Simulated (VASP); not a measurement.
Wanted: the native input for a VASP 6.6.1 run.

| Quantity | Value |
| --- | --- |
| Task | single point |
| Functional | r2SCAN |
| Potentials or basis | VASP PAW PBE potentials, release 64 (Cd, F) |
| Cutoff | 520 eV |
| k mesh | 8 × 8 × 8 |
| Occupations | gaussian, width 0.05 eV |
| Spin | no spin polarisation |
| Dipole correction | no |
| Further INCAR settings | ALGO = Normal; EDIFF = 1e-06; NBANDS = 20 |

The system is CdF2.

```xyz
3
Lattice="0.0000 2.6940 2.6940 3.0981 0.0000 2.6940 3.0981 2.6940 0.0000" Properties=species:S:1:pos:R:3 pbc="T T T"
Cd    0.0000    0.0000    0.0000
F     1.5491    1.3470    1.3470
F     4.6471    4.0410    4.0410
```

This cell differs from its parent crystal: strain +0.1500 x Voigt [1, 0, 0, 0, 0, 0].

One way to write it, as run:

POSCAR

```
CdF2
1.0
    0.0000000000      2.6940000000      2.6940000000
    3.0981000000      0.0000000000      2.6940000000
    3.0981000000      2.6940000000      0.0000000000
Cd F
1 2
Direct
    0.0000000000      0.0000000000      0.0000000000
    0.2500000000      0.2500000000      0.2500000000
    0.7500000000      0.7500000000      0.7500000000
```

INCAR.step1

```
SYSTEM = CdF2
PREC = Accurate
ENCUT = 520
ISMEAR = 0
SIGMA = 0.05
LREAL = .FALSE.
LASPH = .TRUE.
NELM = 100
NBANDS = 20
GGA = PE
ALGO = Normal
EDIFF = 1E-4
LWAVE = .TRUE.
LCHARG = .FALSE.
```

INCAR.step2

```
SYSTEM = CdF2
PREC = Accurate
ENCUT = 520
EDIFF = 1E-6
ISMEAR = 0
SIGMA = 0.05
LREAL = .FALSE.
LASPH = .TRUE.
NELM = 100
ALGO = Normal
ISIF = 2
LWAVE = .FALSE.
LCHARG = .FALSE.
METAGGA = R2SCAN
LMIXTAU = .TRUE.
NBANDS = 20
ISTART = 1
```

KPOINTS

```
Automatic mesh
0
G
  8 8 8
  0 0 0
```

Potentials or basis: VASP PAW PBE potentials, release 64 (Cd, F).

Run with:

```bash
$ cat potpaw_PBE.64/Cd/POTCAR potpaw_PBE.64/F/POTCAR > POTCAR
$ cp INCAR.step1 INCAR
$ mpirun -np 1 vasp_std > vasp.out
$ cp INCAR.step2 INCAR
$ mpirun -np 1 vasp_std > vasp.out
```

It gave:

```json
{
 "Pressure": "-11.0 GPa",
 "Band gap on the k mesh": "2.81 eV, indirect (least direct gap 3.32 eV)"
}
```

Caveat: the cell differs from its parent crystal (strain +0.1500 x Voigt [1, 0, 0, 0, 0, 0]); the PAW data sets were made with another functional, which shifts forces and pressure a little.

Run time: 84 s on 1 thread of Intel(R) Xeon(R) 6975P-C (Granite Rapids) (shared host), peak memory 0.2 GiB.
